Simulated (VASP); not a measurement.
# H14CO8 in VASP: notebook, part 2 of 2

VASP 6.6.1. The steps go on from the part before.

### 3 Single point, PBE

Contents of INCAR:

```
PREC     = Accurate       # precision mode
ENCUT    = 520            # plane-wave cutoff, eV
EDIFF    = 1E-6           # SCF threshold, eV
ISMEAR   = -1             # smearing method
SIGMA    = 0.05           # smearing width, eV
LREAL    = Auto         
LASPH    = T              # aspherical terms in the spheres
NELM     = 60             # most SCF steps
ALGO     = Normal         # electronic algorithm
ISIF     = 2              # what is computed and relaxed
LWAVE    = F              # write WAVECAR
LCHARG   = F              # write CHGCAR
GGA      = PE             # functional
NBANDS   = 50             # bands
```

Contents of KPOINTS:

```
Automatic mesh
0
Gamma
  1 1 1
```

Contents of POSCAR:

```
H14CO8
1.0
    6.2402510000      0.0000000000      0.0000000000
    0.0000000000      6.2402510000      0.0000000000
    0.0000000000      0.0000000000      6.2402510000
O H C
8 14 1
Direct
    0.7097631169      0.2361924224      0.7293136125
    0.4232522057      0.8298704651      0.3190897289
    0.0074355983      0.4608468473      0.9111492470
    0.7240413887      0.8672087068      0.9457952893
    0.2823924871      0.8156082183     -0.1398020689
    0.5094827115      0.3998236609      0.3276310520
    0.0401586411     -0.0661672103      0.5029605380
    0.1041144018      0.2312246735      0.3036416324
    0.5946555675      0.2504065942      0.8394854630
    0.7464122837      0.0783942825      0.7477744084
    0.5283120823      0.9192418702      0.2585312674
    0.4865829916      0.6814629732      0.3238651779
   -0.0908617298      0.3501782220      0.8564399092
    0.0674492100      0.4104001586      1.0548133400
    0.8127557690      0.7451302840      0.9690315341
    0.5839027949      0.8127878190      0.9149631962
    0.2876967609      0.8447897368      0.0145186468
    0.2016906051      0.6775688991     -0.1465165424
    0.3796321654      0.3373902748      0.3769239410
    0.6220422864      0.3391369995      0.4162813323
    0.1879091081     -0.0378991166      0.5580705007
   -0.1771403105      0.0853170810      0.3048274821
   -0.0131404971      0.0913264547      0.3658346435
```

Potentials or basis: VASP PAW PBE potentials, release 64 (O, H, C).

Launch:

```console
$ cat potpaw_PBE.64/O/POTCAR potpaw_PBE.64/H/POTCAR potpaw_PBE.64/C/POTCAR > POTCAR
$ mpirun -np 1 vasp_gam > vasp.out
```

It took 14 s on 1 thread of Intel Xeon 6975P-C (Granite Rapids), shared host; peak memory 0.31 GiB.

It converged, with:

```
Free energy   : -117.2966 eV
Pressure      : 1.5 GPa
Largest force : 2.514 eV/Å
```

Forces on the atoms (eV/Å):
```
O   -0.662 -1.165  0.544
O   -0.928 -1.442  0.558
O    1.429  0.500  2.007
O    0.304  1.409  0.273
O   -0.048 -0.521  0.136
O    1.459  0.726 -0.707
O   -0.495  1.113 -0.283
O    1.455  1.505 -0.419
H    0.606  0.116 -0.772
H   -0.205  0.768  0.141
H    1.351  0.857 -0.735
H   -0.414  0.575  0.033
H   -0.256 -0.088 -0.244
H   -0.903  0.181 -1.490
H    0.914 -1.179 -0.056
H   -1.165 -0.490 -0.459
H   -0.113 -0.008  0.120
H    0.080  0.391 -0.147
H   -1.345 -0.625  0.291
H    0.010  0.088  0.481
H   -0.293 -0.559 -0.176
H   -0.460 -0.518  0.078
C   -0.320 -1.636  0.826
```

Stress tensor (GPa, compression positive):
```
 4.19  2.55 -1.02
 2.55  1.20  0.03
-1.02  0.03 -0.81
```

Levels at points of the mesh, in eV from the Fermi level:
```csv
k point,band 29,band 30,band 31,band 32,band 33,band 34,band 35,band 36,band 37,band 38
"(0.00, 0.00, 0.00)",-1.73,-1.61,-1.48,-1.37,-1.28,3.82,3.92,6.63,6.90,7.25
```

Caveat: the k points lie up to 1.01 Å⁻¹ apart.

### 4 Single point, PBE

Contents of INCAR:

```
SYSTEM = H14CO8
PREC     = Accurate       ! precision mode
ENCUT    = 520            ! plane-wave cutoff, eV
EDIFF    = 1E-6           ! SCF threshold, eV
ISMEAR   = -1             ! smearing method
SIGMA    = 0.05           ! smearing width, eV
LREAL    = Auto         
LASPH    = .TRUE.         ! aspherical terms in the spheres
NELM     = 60             ! most SCF steps
ALGO     = Normal         ! electronic algorithm
ISIF     = 2              ! what is computed and relaxed
LWAVE    = .FALSE.        ! write WAVECAR
LCHARG   = .TRUE.         ! write CHGCAR
GGA      = PE             ! functional
LELF     = .TRUE.         ! ELF
LVHAR    = .TRUE.       
NBANDS   = 50             ! bands
```

Contents of KPOINTS:

```
Automatic mesh
0
G
  1 1 1
  0 0 0
```

Contents of POSCAR:

```
H14CO8
1.0
    6.2402510000      0.0000000000      0.0000000000
    0.0000000000      6.2402510000      0.0000000000
    0.0000000000      0.0000000000      6.2402510000
O H C
8 14 1
Direct
    0.6476021557      0.2352629726      0.7279835378
    0.3925803626      0.8306076150      0.3265734023
    0.0198229206      0.4751251192      0.9087615226
    0.7253394134      0.8658946571      0.9585992615
    0.3151796298      0.7968910225     -0.1329433704
    0.5329593313      0.4292615794      0.3143623550
    0.0216978452     -0.0604142365      0.4740995194
    0.1367573195      0.2486438446      0.3181763041
    0.5130723107      0.2997155082      0.7892791492
    0.6839468477      0.0958455037      0.7943590731
    0.5100916614      0.9047873235      0.2677616654
    0.4437321512      0.6791713987      0.3277272020
   -0.0816794068      0.3967789116      0.8211528671
    0.0168903462      0.3991345861      1.0470732668
    0.8372259385      0.7583989811      0.9347861168
    0.6025398658      0.7783981766      0.9063417481
    0.3080805564      0.8287326904      0.0191178207
    0.2088698035      0.6757099995     -0.1510836663
    0.4030767352      0.3461238979      0.2890909356
    0.5692238982      0.4056407346      0.4652537214
    0.1805055598     -0.0967749534      0.4658145962
   -0.1818676845      0.1516445412      0.3471975727
   -0.0130283221      0.1215495979      0.3748567165
```

Launch:

```console
$ cat potpaw_PBE.64/O/POTCAR potpaw_PBE.64/H/POTCAR potpaw_PBE.64/C/POTCAR > POTCAR
$ mpirun -np 1 vasp_gam > vasp.out
```

Run time: 16 s. Hardware: 1 thread of Intel Xeon 6975P-C (Granite Rapids), shared host; peak memory 0.3 GiB.

It converged, with:

| Item | Value |
| --- | --- |
| Free energy | -117.5869 eV |
| Pressure | 0.2 GPa |
| Largest force | 2.794 eV/Å |

Forces in eV/Å, atoms in the order of the input:
```
O   -0.725  1.431 -0.086
O   -1.194 -0.833  0.464
O    0.102  0.136  0.427
O   -0.131 -0.685 -0.337
O   -0.716 -1.076 -0.676
O    0.515  0.500  0.066
O   -0.190  0.030  0.031
O   -2.199 -1.162  0.033
H    1.273 -1.130 -0.159
H   -0.426 -0.213  0.418
H    1.395  1.096 -0.537
H   -0.004 -0.299  0.017
H   -0.576 -0.303 -0.416
H    0.305  0.211  0.030
H    0.581  0.195  0.270
H   -0.387  0.732  0.131
H   -0.202  0.003  0.425
H    0.726  0.764  0.288
H   -0.381 -0.260  0.270
H    0.063 -0.410 -0.174
H    0.050  0.157 -0.149
H   -0.565  0.370 -0.136
C    2.685  0.744 -0.200
```

Stress tensor (GPa, compression positive):
```
 0.32  0.17  0.33
 0.17 -0.42 -0.21
 0.33 -0.21  0.73
```

Levels at points of the mesh, in eV from the Fermi level:
```tsv
k point	band 31	band 32	band 33	band 34	band 35	band 36
(0.00, 0.00, 0.00)	-1.60	-1.34	-1.23	3.79	3.87	6.74
```

Caveat: the k points lie up to 1.01 Å⁻¹ apart.

### 5 Single point, PBE

Contents of INCAR:

```
SYSTEM = H14CO8
ALGO = Normal ; EDIFF = 1E-6
ENCUT = 520 ; GGA = PE
ISIF = 2 ; ISMEAR = -1
LASPH = .True. ; LCHARG = .True.
LELF = .True. ; LREAL = Auto
LVHAR = .True. ; LWAVE = .False.
NBANDS = 50 ; NELM = 100
PREC = Accurate ; SIGMA = 0.05
```

Contents of KPOINTS:

```
k-points
0
Gamma
  1 1 1
  0 0 0
```

Contents of POSCAR:

```
H14CO8
1.0
    6.2402510000      0.0000000000      0.0000000000
    0.0000000000      6.2402510000      0.0000000000
    0.0000000000      0.0000000000      6.2402510000
O H C
8 14 1
Direct
    0.6463522060      0.2693641650      0.7338967615
    0.4178357569      0.8332998144      0.3088016812
   -0.0117623474      0.4794198182      0.9263729937
    0.7225670890      0.8875764773      0.9486317137
    0.2801169376      0.7753213773     -0.1861303335
    0.5595287754      0.4408797018      0.3111894057
    0.0338447925     -0.0692920846      0.4261046551
    0.1351387949      0.2502463443      0.2930491097
    0.5025438881      0.3214934784      0.8069386953
    0.6675853263      0.1221585478      0.7899682240
    0.5147549353      0.9316131675      0.3701293426
    0.4767756938      0.6857576722      0.2924241349
   -0.1381034192      0.4001121109      0.8686669815
    0.0356075421      0.4073714343      1.0514000158
    0.8189574426      0.7634628799      0.9363405414
    0.5814509705      0.8117461942      0.9531828127
    0.2505027442      0.8611352332     -0.0695004095
    0.1540162407      0.6939464454     -0.1951844565
    0.4227874808      0.3542966461      0.3159007546
    0.6072992897      0.4105604085      0.4581546479
    0.1975080810     -0.1135531247      0.4074836092
   -0.1671727628      0.1851848588      0.3692960427
    0.0036857492      0.1264051718      0.3698889676
```

Launch:

```console
$ cat potpaw_PBE.64/O/POTCAR potpaw_PBE.64/H/POTCAR potpaw_PBE.64/C/POTCAR > POTCAR
$ mpirun -np 1 vasp_gam > vasp.out
```

It took 16 s on 1 thread of Intel Xeon 6975P-C (Granite Rapids), shared host; peak memory 0.31 GiB.

The run converged. Its results:

| Item | Value |
| --- | --- |
| Free energy | -117.3081 eV |
| Pressure | 1.6 GPa |
| Largest force | 3.120 eV/Å |

Forces in eV/Å, atoms in the order of the input:
```
O   -2.610  1.132  1.153
O   -1.982 -0.214 -0.775
O   -1.060  0.815 -1.754
O   -0.874 -0.717 -0.076
O    2.347 -0.189 -2.015
O   -1.038 -0.912  0.345
O    0.630 -0.755  0.773
O    1.491  0.877 -0.333
H    2.504 -0.922 -1.207
H    0.117 -0.315  0.178
H    1.281  0.554  0.512
H    0.430 -0.166  0.554
H    0.338  0.094  0.133
H    0.437 -0.731  1.520
H    0.284  0.117  0.046
H    0.660  0.673 -0.067
H   -0.380  1.912  2.436
H   -1.636 -1.765 -0.232
H    0.494  0.552 -0.493
H    0.357  0.189  0.061
H   -0.445 -0.007 -0.282
H    0.288 -0.581  0.368
C   -1.635  0.359 -0.847
```

Stress tensor (GPa, compression positive):
```
0.24 1.59 0.50
1.59 2.43 0.13
0.50 0.13 2.18
```

Levels at points of the mesh, in eV from the Fermi level:
| k point | band 30 | band 31 | band 32 | band 33 | band 34 | band 35 | band 36 | band 37 |
| --- | --- | --- | --- | --- | --- | --- | --- | --- |
| (0.00, 0.00, 0.00) | -1.69 | -1.54 | -1.28 | -1.22 | 3.68 | 4.31 | 6.42 | 6.69 |

Caveat: the k points lie up to 1.01 Å⁻¹ apart.

### 6 Overview

```tsv
cell	pressure (GPa)	largest force (eV/Å)
as given, atomic positions A	0.4	0.36
as given, atomic positions B	1.5	2.51
as given, atomic positions C	0.2	2.79
as given, atomic positions D	1.6	3.12
```

Alike in all rows: task single point; level PBE; potentials or basis VASP PAW PBE potentials, release 64 (O, H, C); no spin polarisation; k mesh 1 × 1 × 1; cutoff (eV) 520; smearing fermi-dirac 0.05 eV.

Caveats: all runs use coarse meshes.

Total energies depend on the potentials used, so only differences within one code and one set of settings carry meaning.
